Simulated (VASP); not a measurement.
Here is a VASP 6.6.1 calculation.

File INCAR:

```
SYSTEM = HfO2
ALGO = Normal ; EDIFF = 1E-6
ENCUT = 520 ; GGA = PE
ISIF = 2 ; ISMEAR = 0
LASPH = .True. ; LCHARG = .False.
LREAL = .False. ; LWAVE = .False.
NBANDS = 31 ; NELM = 100
PREC = Accurate ; SIGMA = 0.05
```

The input KPOINTS:

```
k-points
0
Gamma
  6 6 8
  0 0 0
```

Contents of POSCAR:

```
HfO2
1.0
    4.8812150602      0.0000000000      0.0000000000
    0.0000000000      4.8812150602      0.0000000000
    0.0000000000      0.0000000000      3.2378896156
Hf O
2 4
Direct
    0.0000000000      0.0000000000     -0.0417864770
    0.5000000000      0.5000000000      0.5417864770
    0.1267305643      0.7370983459      0.4865900157
    0.3732694357      0.2370983459      0.0134099843
    0.6267305643      0.7629016541      0.0134099843
    0.8732694357      0.2629016541      0.4865900157
```

Potentials or basis: VASP PAW PBE potentials, release 64 (Hf_pv, O).

Launch:

```sh
$ cat potpaw_PBE.64/Hf_pv/POTCAR potpaw_PBE.64/O/POTCAR > POTCAR
$ mpirun -np 1 vasp_std > vasp.out
```

Question: What does it give for the pressure?

Answer: -12.6 GPa.

Question: Predict the band gap on the k mesh.

Answer: 3.60 eV.

Question: What does it give for the largest force?

Answer: 1.560 eV/Å.

Forces on the atoms (eV/Å):
```
Hf   0.000  0.000  0.446
Hf   0.000  0.000 -0.446
O    0.610  1.410  0.273
O   -0.610  1.410 -0.273
O    0.610 -1.410 -0.273
O   -0.610 -1.410  0.273
```

Caveat: the cell differs from its parent crystal (atoms displaced along several vibrational modes); the cell stands under tension; spin-orbit coupling is left out, which moves the levels of the heavy elements; forces of over 1 eV/Å act on the atoms, so gaps and moduli don't describe the material at rest. A k mesh can miss the band edges.
